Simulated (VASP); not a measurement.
# KTaO3 in VASP: further runs, part 2 of 2

VASP 6.6.1.

## 3. Electric field gradients, LDA (equal xy, yz and zx shear strains of +3 %)

File INCAR:

```
SYSTEM = KTaO3
  PREC = Accurate
  ENCUT = 520
  EDIFF = 1E-8
  ISMEAR = -1
  SIGMA = 0.01
  LREAL = .False.
  LASPH = .True.
  NELM = 120
  ALGO = Normal
  ISIF = 2
  LWAVE = .False.
  LCHARG = .False.
  GGA = CA
  LEFG = .True.
  NBANDS = 28
  GGA_COMPAT = .False.
```

File KPOINTS:

```
regular mesh
0
Gamma
  5 5 5
  0 0 0
```

File POSCAR:

```
KTaO3
1.0
    3.9883000000      0.0598245000      0.0598245000
    0.0598245000      3.9883000000      0.0598245000
    0.0598245000      0.0598245000      3.9883000000
K Ta O
1 1 3
Direct
    0.5000000000      0.5000000000      0.5000000000
    0.0000000000      0.0000000000      0.0000000000
    0.5000000000      0.0000000000      0.0000000000
    0.0000000000      0.5000000000      0.0000000000
    0.0000000000      0.0000000000      0.5000000000
```

Potentials or basis: VASP PAW LDA potentials, release 64 (K_sv, Ta_sv_GW, O).

Launch:

```console
$ cat potpaw_LDA.64/K_sv/POTCAR potpaw_LDA.64/Ta_sv_GW/POTCAR potpaw_LDA.64/O/POTCAR > POTCAR
$ mpirun -np 1 vasp_std > vasp.out
```

OUTCAR:

```text
SYSTEM = KTaO3
   PREC = Accurate
   ENCUT = 520
   EDIFF = 1E-8
   ISMEAR = -1
   LREAL = .False.
   LASPH = .True.
   NELM = 120
   ISIF = 2
   GGA = CA

 ion  position               nearest neighbor table
   1  0.500  0.500  0.500-   3 2.78   4 2.78   3 2.78   5 2.78   4 2.78   5 2.78   3 2.86   3 2.86
                             4 2.86   5 2.86   4 2.86   5 2.86   2 3.42   2 3.42   2 3.42   2 3.42
   2  0.000  0.000  0.000-   3 1.99   4 1.99   5 1.99   5 1.99   4 1.99   3 1.99   1 3.42   1 3.42
                             1 3.42   1 3.42   1 3.42   1 3.42
   3  0.500  0.000  0.000-   2 1.99   2 1.99   1 2.78   1 2.78   1 2.86   1 2.86
   4  0.000  0.500  0.000-   2 1.99   2 1.99   1 2.78   1 2.78   1 2.86   1 2.86
   5  0.000  0.000  0.500-   2 1.99   2 1.99   1 2.78   1 2.78   1 2.86   1 2.86

  LATTYP: Found a trigonal (rhomboedric) cell.
 ALAT       =     3.9891972666
 COS(alpha) =     0.0302114049

  Lattice vectors:

 A1 = (   3.9883000000,   0.0598245000,   0.0598245000)
 A2 = (   0.0598245000,   3.9883000000,   0.0598245000)
 A3 = (   0.0598245000,   0.0598245000,   3.9883000000)

Analysis of symmetry for initial positions (statically):
=====================================================================
 Subroutine PRICEL returns:
 Original cell was already a primitive cell.

 Routine SETGRP: Setting up the symmetry group for a
 trigonal (rhombohedral) supercell.

 Subroutine GETGRP returns: Found 12 space group operations
 (whereof 12 operations were pure point group operations)
 out of a pool of 12 trial point group operations.

The static configuration has the point symmetry D_3d.

Analysis of symmetry for dynamics (positions and initial velocities):
=====================================================================
 Subroutine PRICEL returns:
 Original cell was already a primitive cell.

 Routine SETGRP: Setting up the symmetry group for a
 trigonal (rhombohedral) supercell.

 Subroutine GETGRP returns: Found 12 space group operations
 (whereof 12 operations were pure point group operations)
 out of a pool of 12 trial point group operations.

The dynamic configuration has the point symmetry D_3d.

 Subroutine INISYM returns: Found 12 space group operations
 (whereof 12 operations are pure point group operations),
 and found     1 'primitive' translations

----------------------------------------------------------------------------------------

                                     Primitive cell

  volume of cell :      63.3976

  direct lattice vectors                    reciprocal lattice vectors
     3.988300000  0.059824500  0.059824500     0.250844607 -0.003707063 -0.003707063
     0.059824500  3.988300000  0.059824500    -0.003707063  0.250844607 -0.003707063
     0.059824500  0.059824500  3.988300000    -0.003707063 -0.003707063  0.250844607

  length of vectors
     3.989197267  3.989197267  3.989197267     0.250899385  0.250899385  0.250899385

  position of ions in fractional coordinates (direct lattice)
[... 97 lines left out ...]
   IMIX   =      4    mixing-type and parameters
     AMIX     =   0.40;   BMIX     =  1.00
     AMIX_MAG =   1.60;   BMIX_MAG =  1.00
  volume/ion in A,a.u.               =      12.68        85.57
  Fermi-wavevector in a.u.,A,eV,Ry     =   1.404119  2.653399 26.824552  1.971549
  Thomas-Fermi vector in A             =   2.526712
   LORBIT       =      0    0 simple, 1 ext, 2 COOP (PROOUT), +10 PAW based schemes
   GGA     = CA    functional components
   LHFCALC =     F    Hartree Fock is set to
   AEXX    =    0.0000 exact exchange contribution
   IVDW    =     0    specifies the selected vdW correction
   LEPSILON=     F    determine dielectric tensor
   LRPA    =     F    only Hartree local field effects (RPA)
 non-spin polarized calculation
  energy-cutoff  :      520.00
  volume of cell :       63.40
 maximum number of plane-waves:      1731
 NGX is ok and might be reduce to    30
   NGX = 15   NGY = 15   NGZ = 15

 number of electron      39.9999976 magnetization

 Free energy of the ion-electron system (eV)
  ---------------------------------------------------
  ext. energy  EPLUGINS =         0.00000000
  ---------------------------------------------------
  free energy    TOTEN  =       -47.53271132 eV

  energy without entropy =      -47.53271132  energy(sigma->0) =      -47.53271132

 E-fermi :   3.2086     XC(G=0): -11.5655

 val. band max:        2.7921952706   @ k =  -0.4000   0.4000   0.4000
 cond. band min:       4.8764781052   @ k =   0.0000   0.0000   0.0000
 fundamental gap:      2.0842828346
 Fermi energy:         3.2086413760

 k-point     1 :       0.0000    0.0000    0.0000
  band No.  band energies     occupation
      1     -64.2435      2.00000
      2     -30.9762      2.00000
      3     -30.9762      2.00000
      4     -30.9453      2.00000
      5     -23.9858      2.00000
      6     -14.3604      2.00000
[... 578 lines left out ...]
     27      13.8663      0.00000
     28      14.5442      0.00000

------------------------ aborting loop because EDIFF is reached ----------------------------------------

  FORCE on cell =-STRESS in cart. coord.  units (eV):
  Direction    XX          YY          ZZ          XY          YZ          ZX
  --------------------------------------------------------------------------------------
  -------------------------------------------------------------------------------------
  Total       -1.8962019     -1.8962019     -1.8962019     -1.1714630     -1.1714630     -1.1714630
  in kB      -47.9205748    -47.9205748    -47.9205748    -29.6050649    -29.6050649    -29.6050649
  external PRESSURE =     -47.9205748 kB  Pullay stress =       0.0000000 kB

 VOLUME and BASIS-vectors are now :
 -----------------------------------------------------------------------------
  energy-cutoff  :      520.00
  volume of cell :       63.40
      direct lattice vectors                 reciprocal lattice vectors
     3.988300000  0.059824500  0.059824500     0.250844607 -0.003707063 -0.003707063
     0.059824500  3.988300000  0.059824500    -0.003707063  0.250844607 -0.003707063
     0.059824500  0.059824500  3.988300000    -0.003707063 -0.003707063  0.250844607

 POSITION                                       TOTAL-FORCE (eV/Angst)
 -----------------------------------------------------------------------------------
      2.05397      2.05397      2.05397        -0.000000      0.000000     -0.000000
      0.00000      0.00000      0.00000         0.000000     -0.000000      0.000000
      1.99415      0.02991      0.02991         0.000000     -0.000000      0.000000
      0.02991      1.99415      0.02991         0.000000      0.000000     -0.000000
      0.02991      0.02991      1.99415        -0.000000      0.000000     -0.000000
 -----------------------------------------------------------------------------------
    total drift:                                0.000000     -0.000000      0.000000

  FREE ENERGIE OF THE ION-ELECTRON SYSTEM (eV)
  ---------------------------------------------------
  free  energy   TOTEN  =       -47.5327113205 eV

  energy  without entropy=      -47.5327113205  energy(sigma->0) =      -47.53271132

 Electric field gradients (V/A^2)
---------------------------------------------------------------------
 ion       V_xx      V_yy      V_zz      V_xy      V_xz      V_yz
---------------------------------------------------------------------
   1      -0.000    -0.000    -0.000     3.005     3.005     3.005
   2       0.000    -0.000     0.000   -38.646   -38.646   -38.646
   3      14.305    -7.153    -7.153     3.817     3.817    -1.274
   4      -7.153    14.305    -7.153     3.817    -1.274     3.817
   5      -7.153    -7.153    14.305    -1.274     3.817     3.817
---------------------------------------------------------------------

 Electric field gradients after diagonalization (V/A^2)
 (convention: |V_zz| > |V_xx| > |V_yy|)
----------------------------------------------------------------------
 ion       V_xx      V_yy      V_zz     asymmetry (V_yy - V_xx)/ V_zz
----------------------------------------------------------------------
   1      -3.005    -3.005     6.010       0.000
   2      38.646    38.646   -77.293       0.000
   3      -9.644    -5.878    15.522       0.243
   4      -9.644    -5.878    15.522       0.243
   5      -9.644    -5.878    15.522       0.243
----------------------------------------------------------------------

           NMR quadrupolar parameters

 Cq : quadrupolar parameter    Cq=e*Q*V_zz/h
 eta: asymmetry parameters     (V_yy - V_xx)/ V_zz
 Q  : nuclear electric quadrupole moment in mb (millibarn)
----------------------------------------------------------------------
 ion       Cq(MHz)       eta       Q (mb)
----------------------------------------------------------------------
   1       0.015       0.000       1.000
   2      -0.187       0.000       1.000
   3       0.038       0.243       1.000
   4       0.038       0.243       1.000
   5       0.038       0.243       1.000
----------------------------------------------------------------------
```

stdout:

```text
POSCAR found type information on POSCAR K TaO
 POSCAR found :  3 types and       5 ions
 scaLAPACK will be used
 LDA part: xc-table for (Slater(with rela. corr.)+CA(PZ))
 , standard interpolation
 POSCAR, INCAR and KPOINTS ok, starting setup
 FFT: planning ... GRIDC
 FFT: planning ... GRID_SOFT
 FFT: planning ... GRID
 WAVECAR not read
 entering main loop
ion   1

ion   2

ion   3
     0.0000293    -1.0710834     0.3487209    -0.2941543    -1.0710834     0.5094902
     0.0000403    -1.0710834     0.3487209    -0.2941543    -1.0710834     0.5094902
     0.0000555    -1.0710834     0.3487208    -0.2941543    -1.0710834     0.5094902
     0.0000765    -1.0710834     0.3487208    -0.2941543    -1.0710834     0.5094903

     0.0000293    -3.4302568     1.1073786     2.9244958    -3.4302568    -5.0653752
     0.0000403    -3.4302562     1.1073784     2.9244949    -3.4302562    -5.0653738
     0.0000555    -3.4302552     1.1073781     2.9244936    -3.4302552    -5.0653714
     0.0000765    -3.4302535     1.1073775     2.9244912    -3.4302535    -5.0653674

ion   4
     0.0000293    -1.0710834    -1.0710834    -0.2941543     0.3487209    -0.5094902
     0.0000403    -1.0710834    -1.0710834    -0.2941543     0.3487209    -0.5094902
     0.0000555    -1.0710834    -1.0710834    -0.2941543     0.3487208    -0.5094902
     0.0000765    -1.0710834    -1.0710834    -0.2941543     0.3487208    -0.5094903

     0.0000293    -3.4302568    -3.4302568     2.9244958     1.1073786     5.0653752
     0.0000403    -3.4302562    -3.4302562     2.9244949     1.1073784     5.0653738
     0.0000555    -3.4302552    -3.4302552     2.9244936     1.1073781     5.0653714
     0.0000765    -3.4302535    -3.4302535     2.9244912     1.1073775     5.0653674

ion   5
```

It took 47 s on 1 thread of AMD EPYC 7R43 (Zen 3), shared host; peak memory 0.14 GiB.

What came out:

```
Free energy                             : -47.5327 eV
Pressure                                : -4.8 GPa
Band gap on the k mesh                  : 2.08 eV (least direct gap 2.53 eV)
Largest electric field gradient by atom : K +6.0; Ta -77.3; O +15.5 V/Å²
```

Stress tensor (GPa, compression positive):
```
-4.79 -2.96 -2.96
-2.96 -4.79 -2.96
-2.96 -2.96 -4.79
```

Levels at points of the mesh, in eV from the valence-band top:
| k point | band 17 | band 18 | band 19 | band 20 | band 21 | band 22 | band 23 | band 24 |
| --- | --- | --- | --- | --- | --- | --- | --- | --- |
| (0.00, 0.00, 0.00) | -0.85 | -0.65 | -0.44 | -0.44 | 2.08 | 2.08 | 2.20 | 6.48 |

Electric field gradients, principal values (V/Å²):
```csv
atom,least,middle,greatest (by size)
1 K,-3.005,-3.005,6.010
2 Ta,38.646,38.646,-77.293
3 O,-5.878,-9.644,15.522
4 O,-5.878,-9.644,15.522
5 O,-5.878,-9.644,15.522
```

Caveat: the cell differs from its parent crystal (equal xy, yz and zx shear strains of +3 %); the cell stands under tension; without QUAD_EFG the Cq values of the log hold for a quadrupole moment of 1 mb, not for the nuclei; spin-orbit coupling is left out, which moves the levels of the heavy elements.
